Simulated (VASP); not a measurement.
A run of VASP 6.6.1 is set up as follows.

The input INCAR:

```
SYSTEM = W16N
ALGO = Normal
EDIFF = 1E-6
ENCUT = 520
GGA = PE
ISIF = 2
ISMEAR = 1
LASPH = .TRUE.
LCHARG = .FALSE.
LREAL = Auto
LWAVE = .FALSE.
NBANDS = 128
NELM = 100
PREC = Accurate
SIGMA = 0.1
```

The input KPOINTS:

```
k-points
0
G
  3 3 3
  0 0 0
```

File POSCAR:

```
W16N
1.0
    6.3684112200      0.0000000000      0.0000000000
    0.0000000000      6.3684112200      0.0000000000
    0.0000000000      0.0000000000      6.3684112200
W N
16 1
Direct
   -0.0001249919     -0.0048266356     -0.0011423571
    0.2497889890      0.2491981038      0.2459745368
    0.0008523319     -0.0042195768      0.5000939622
    0.2497930716      0.2480975153      0.7550344715
    0.0007315796      0.4998312593     -0.0016665067
    0.2497979394      0.7591796184      0.2443537244
    0.0333317044      0.5086183803      0.5038715135
    0.2498053196      0.7607869267      0.7562299031
    0.4997021847     -0.0048267926     -0.0011429852
    0.7497895213      0.2375463750      0.2362683483
    0.4987471585     -0.0042368495      0.5000971027
    0.7498000420      0.2462832480      0.7538472052
    0.4988724645      0.4998328296     -0.0016751431
    0.7498030254      0.7525211288      0.2508776435
    0.4662929100      0.5085720579      0.5038479597
    0.7498055378      0.7571104995      0.7542853051
    0.7498286205      0.4223830571      0.4819553722
```

Potentials or basis: VASP PAW PBE potentials, release 64 (W_sv, N).

Launch:

```sh
$ cat potpaw_PBE.64/W_sv/POTCAR potpaw_PBE.64/N/POTCAR > POTCAR
$ mpirun -np 1 vasp_std > vasp.out
```

Task: Predict the pressure.

Result: 11.3 GPa.

Task: Estimate the largest force.

Result: 0.645 eV/Å.

Task: Estimate the band gap on the k mesh.

Result: Zero (an odd number of electrons rules out a gap without spin polarisation).

Forces in eV/Å, atoms in the order of the input:
```
W   -0.050 -0.013  0.002
W    0.001 -0.063 -0.018
W   -0.006 -0.035  0.010
W    0.001 -0.076  0.048
W   -0.022 -0.056 -0.004
W    0.001 -0.023 -0.040
W    0.269  0.015  0.054
W    0.000 -0.007  0.062
W    0.050 -0.013  0.002
W    0.000 -0.135  0.078
W    0.007 -0.035  0.010
W    0.000 -0.035 -0.170
W    0.022 -0.056 -0.002
W   -0.001 -0.074  0.023
W   -0.270  0.017  0.055
W   -0.001 -0.040  0.035
N   -0.003  0.629 -0.144
```

Caveat: spin-orbit coupling is left out, which moves the levels of the heavy elements.
